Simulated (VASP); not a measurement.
# Mn (I4_1/amd) in VASP: further runs, part 2 of 2

VASP 6.6.1. Earlier steps stand in the parts before.

**3. Single point, PBE, collinear spin, ferromagnetic start**

INCAR reads:

```
PREC     = Accurate       # precision mode
ENCUT    = 520            # plane-wave cutoff, eV
EDIFF    = 1E-6           # SCF threshold, eV
ISMEAR   = 0              # smearing method
SIGMA    = 0.1            # smearing width, eV
LREAL    = F              # projectors in reciprocal space
LASPH    = T              # aspherical terms in the spheres
NELM     = 150            # most SCF steps
ALGO     = Normal         # electronic algorithm
ISIF     = 2              # what is computed and relaxed
LWAVE    = F              # write WAVECAR
LCHARG   = T              # write CHGCAR
ISPIN    = 2              # spin polarisation
MAGMOM   = 1.28 1.28      # initial moments
LORBIT   = 11             # projections on sites
LMAXMIX  = 4              # l up to which the mixer works
GGA      = PE             # functional
LELF     = T              # ELF
LVHAR    = T            
NELECT   = 24.0         
NBANDS   = 24             # bands
```

KPOINTS reads:

```
Automatic mesh
0
Gamma
  6 6 6
```

POSCAR reads:

```
Mn
1.0
   -2.2001468975      2.2001468975      1.2332440300
    2.2001468975     -2.2001468975      1.2332440300
    2.2001468975      2.2001468975     -1.2332440300
Mn
2
Direct
    0.7500000000      0.2500000000      0.5000000000
    0.0000000000      0.0000000000      0.0000000000
```

Potentials or basis: VASP PAW PBE potentials, release 64 (Mn_pv).

On the command line:

```console
> cat potpaw_PBE.64/Mn_pv/POTCAR > POTCAR
> mpirun -np 1 vasp_std > vasp.out
```

OUTCAR:

```text
PREC = Accurate
   ENCUT = 520
   EDIFF = 1E-6
   ISMEAR = 0
   LREAL = F
   LASPH = T
   NELM = 150
   ISIF = 2
   ISPIN = 2
   LORBIT = 11
   GGA = PE
   NELECT = 24.0

 ion  position               nearest neighbor table
   1  0.750  0.250  0.500-   2 2.28   2 2.28   2 2.28   2 2.28   2 2.87   2 2.87   2 2.87   2 2.87

   2  0.000  0.000  0.000-   1 2.28   1 2.28   1 2.28   1 2.28   1 2.87   1 2.87   1 2.87   1 2.87

  LATTYP: Found a body centered tetragonal cell.
 ALAT       =     4.4002937950
 C/A-ratio  =     0.5605280408

  Lattice vectors:

 A1 = (  -2.2001468975,   2.2001468975,   1.2332440300)
 A2 = (   2.2001468975,  -2.2001468975,   1.2332440300)
 A3 = (   2.2001468975,   2.2001468975,  -1.2332440300)

Analysis of symmetry for initial positions (statically):
=====================================================================
 Subroutine PRICEL returns:
 Original cell was already a primitive cell.

 Routine SETGRP: Setting up the symmetry group for a
 body centered tetragonal supercell.
[... 842 lines left out ...]
     24      28.3165      0.00000

 [... further k-points ...]

 spin component 2

 k-point     1 :       0.0000    0.0000    0.0000
  band No.  band energies     occupation
      1     -40.5049      1.00000
      2     -40.5049      1.00000
      3     -40.0204      1.00000
      4     -40.0086      1.00000
      5     -39.8729      1.00000
      6     -39.8729      1.00000
[... 637 lines left out ...]
     23      26.2572      0.00000
     24      28.3166      0.00000

 [... further k-points ...]
[... 5 lines left out ...]
  --------------------------------------------------------------------------------------
  -------------------------------------------------------------------------------------
  Total      -26.7500934    -26.7500934    -27.6719360      0.0000000      0.0000000      0.0000000
  in kB    -1794.8308088  -1794.8308088  -1856.6829833      0.0000000      0.0000000      0.0000000
  external PRESSURE =   -1815.4482003 kB  Pullay stress =       0.0000000 kB

 VOLUME and BASIS-vectors are now :
 -----------------------------------------------------------------------------
  energy-cutoff  :      520.00
  volume of cell :       23.88
      direct lattice vectors                 reciprocal lattice vectors
    -2.200146897  2.200146897  1.233244030     0.000000000  0.227257553  0.405434762
     2.200146897 -2.200146897  1.233244030     0.227257553  0.000000000  0.405434762
     2.200146897  2.200146897 -1.233244030     0.227257553  0.227257553  0.000000000

 POSITION                                       TOTAL-FORCE (eV/Angst)
 -----------------------------------------------------------------------------------
      0.00000      2.20015      0.61662        -0.000000      0.000000     -0.000000
      0.00000      0.00000      0.00000         0.000000     -0.000000      0.000000
 -----------------------------------------------------------------------------------
    total drift:                               -0.000000      0.000000      0.000000

  FREE ENERGIE OF THE ION-ELECTRON SYSTEM (eV)
  ---------------------------------------------------
  free  energy   TOTEN  =       -34.0434416402 eV

  energy  without entropy=      -34.0294377631  energy(sigma->0) =      -34.03643970

 total charge

# of ion       s       p       d       tot
------------------------------------------
    1        0.336   6.186   4.654  11.176
    2        0.336   6.186   4.654  11.176
--------------------------------------------------
tot          0.671  12.372   9.309  22.352

 magnetization (x)

# of ion       s       p       d       tot
------------------------------------------
    1       -0.000  -0.000   0.000   0.000
    2       -0.000  -0.000   0.000   0.000
--------------------------------------------------
tot         -0.000  -0.000   0.001   0.001
```

OSZICAR:

```text
N       E                     dE             d eps       ncg     rms          rms(c)
DAV:   1     0.212368378034E+03    0.21237E+03   -0.13316E+04  2960   0.131E+03
DAV:   2    -0.315399530386E+02   -0.24391E+03   -0.23348E+03  2944   0.374E+02
DAV:   3    -0.412755300618E+02   -0.97356E+01   -0.96974E+01  3176   0.847E+01
[... 11 lines left out ...]
DAV:  15    -0.340434099784E+02   -0.44325E-04   -0.33048E-04  3016   0.829E-02    0.161E-02
DAV:  16    -0.340434295745E+02   -0.19596E-04   -0.26319E-04  3312   0.757E-02    0.744E-03
DAV:  17    -0.340434379345E+02   -0.83599E-05   -0.94791E-05  3112   0.440E-02    0.396E-03
DAV:  18    -0.340434416298E+02   -0.36954E-05   -0.23530E-06  2832   0.134E-02    0.934E-04
DAV:  19    -0.340434416402E+02   -0.10353E-07   -0.53403E-07  1488   0.402E-03
   1 F= -.34043442E+02 E0= -.34036440E+02  d E =-.140039E-01  mag=     0.0007
```

It took 46 s on 1 thread of Intel Xeon 6975P-C, shared host; peak memory 0.18 GiB.

Results:

```
Free energy                                           : -34.0434 eV
Net moment                                            : 0.00 μB per cell
Valence electrons inside the program's atomic spheres : Mn 11.18
```

Caveat: the k points lie up to 0.49 Å⁻¹ apart; the cell carries a net charge on a neutralising background, which shifts energy and pressure; the cell is charged against a uniform background, so pressure and absolute levels hang on convention.
